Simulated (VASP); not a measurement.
A run of VASP 6.6.1:

File INCAR:

```
SYSTEM = GaAs
ALGO = Normal ; EDIFF = 1E-6
ENCUT = 520 ; GGA = PE
ISIF = 2 ; ISMEAR = -1
LASPH = .TRUE. ; LCHARG = .TRUE.
LELF = .TRUE. ; LREAL = .FALSE.
LVHAR = .TRUE. ; LWAVE = .FALSE.
NBANDS = 16 ; NELM = 60
PREC = Accurate ; SIGMA = 0.02
```

KPOINTS

```
k-points
0
G
  13 13 13
  0 0 0
```

POSCAR

```
GaAs
1.0
    0.0000000000      2.8268500000      2.8268500000
    2.8268500000      0.0000000000      2.8268500000
    2.8268500000      2.8268500000      0.0000000000
Ga As
1 1
Direct
    0.0000000000      0.0000000000      0.0000000000
    0.2500000000      0.2500000000      0.2500000000
```

Potentials or basis: VASP PAW PBE potentials, release 64 (Ga_d, As).

Launch:

```sh
$ cat potpaw_PBE.64/Ga_d/POTCAR potpaw_PBE.64/As/POTCAR > POTCAR
$ mpirun -np 1 vasp_std > vasp.out
```

Hardware: 1 thread of Intel(R) Xeon(R) Platinum 8488C (Sapphire Rapids), on a shared host.

Problem. Estimate the wall time of this run.

Solution. Run time: 52 s on 1 thread of Intel(R) Xeon(R) Platinum 8488C (Sapphire Rapids), on a shared host, peak memory 0.21 GiB. Counts: scf iterations 12, k points 84.
